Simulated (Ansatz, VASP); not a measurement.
# Two plane-wave programs on CsAuBr3

```xyz
10
Lattice="-3.7448 3.7448 5.4673 3.7448 -3.7448 5.4673 3.7448 3.7448 -5.4673" Properties=species:S:1:pos:R:3 pbc="T T T"
Cs    0.0000    3.7448    2.7337
Cs    3.7448    0.0000    2.7337
Au    0.0000    0.0000    0.0000
Au    0.0000    0.0000    5.4673
Br    1.7529    1.7529    0.0000
Br    1.9919   -1.9919    5.4673
Br    1.9919    1.9919    5.4673
Br   -1.9919    1.9919    5.4673
Br    0.0000    0.0000    7.9000
Br    0.0000    0.0000    3.0346
```

Alike in both runs: functional LDA; k mesh 6 × 6 × 6; occupations gaussian, width 0.02 eV; no spin polarisation.

Ansatz relaxed the structure, and its values are those at the end. VASP's run is a single point on that final structure, the one shown.

```csv
,VASP,Ansatz
version,VASP 6.6.1,Ansatz 0.2.0
potentials or method,"VASP PAW LDA potentials, release 64 (Cs_sv, Au, Br), cutoff 520 eV","scalar-relativistic, plane waves, PAW"
valence electrons in the cell,82,98
```

VASP gave:

| Item | Value |
| --- | --- |
| gap on the k mesh at the Fermi level (eV) | 0.10 |
| least direct gap on the mesh (eV) | 0.22 |
| pressure (GPa) | 0.1 |
| rms of the force components (eV/Å) | 0.014 |

Question: Which values does Ansatz return?

Answer: gap on the k mesh at the Fermi level (eV): 0.12; least direct gap on the mesh (eV): 0.23; pressure (GPa): 0.0; rms of the force components (eV/Å): 0.001.

LDA's correlation is that of Perdew and Zunger in VASP and of Perdew and Wang (1992) in Ansatz. VASP's potentials hold 82 valence electrons a cell and Ansatz's 98, so a difference there can come from the potentials and not from the codes.

Neither program's run includes spin-orbit coupling.
